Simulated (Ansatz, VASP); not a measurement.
# One calculation of Rh, two programs

The input INCAR:

```
  PREC = Accurate
  ENCUT = 520
  EDIFF = 1E-6
  ISMEAR = 1
  SIGMA = 0.1
  LREAL = F
  LASPH = T
  NELM = 80
  ALGO = Normal
  ISIF = 2
  LWAVE = F
  LCHARG = F
  GGA = RP
  NBANDS = 14
```

Contents of KPOINTS:

```
regular mesh
0
Gamma
  13 13 13
```

File POSCAR:

```
Rh
1.0
    0.0000000000      1.8978500000      1.8978500000
    1.8978500000      0.0000000000      1.8978500000
    1.8978500000      1.8978500000      0.0000000000
Rh
1
Direct
    0.0000000000      0.0000000000      0.0000000000
```

Input for Ansatz:

```yaml
crystal:
  lattice:
    - [0.0, 1.89785, 1.89785]
    - [1.89785, 0.0, 1.89785]
    - [1.89785, 1.89785, 0.0]
  atoms:
    - { symbol: Rh, position: [0.0, 0.0, 0.0] }
kpoints:
  mp_grid:
    grid: [13, 13, 13]
    shift: [0.0, 0.0, 0.0]
hamiltonian:
  xc: rpbe
scf:
  max_iter: 200
  algorithm: density_mixing
  n_extra_bands: 2
  convergence:
    dr2_threshold: 1.0e-06
  occupations:
    method: methfessel_paxton
output:
  stress: true
```

Alike in both runs: task single point; functional RPBE; k mesh 13 × 13 × 13; no spin polarisation.

```csv
,VASP,Ansatz
version,VASP 6.6.1,Ansatz 0.2.0
potentials or method,"VASP PAW PBE potentials, release 64 (Rh_pv)","plane waves, PAW"
plane-wave cutoff (eV),520,420
occupations,"methfessel-paxton of order 1, width 0.1 eV",methfessel-paxton of order 1
valence electrons in the cell,15,17
```

Ansatz gave:

* pressure (GPa): 12.2

Task: Which values does VASP return?

Result: Pressure (GPa): 12.3.

VASP's potentials were made for PBE, not for RPBE. VASP's potentials hold 15 valence electrons a cell and Ansatz's 17, so a difference there can come from the potentials and not from the codes. Ansatz's warnings: stress scf threshold loose.
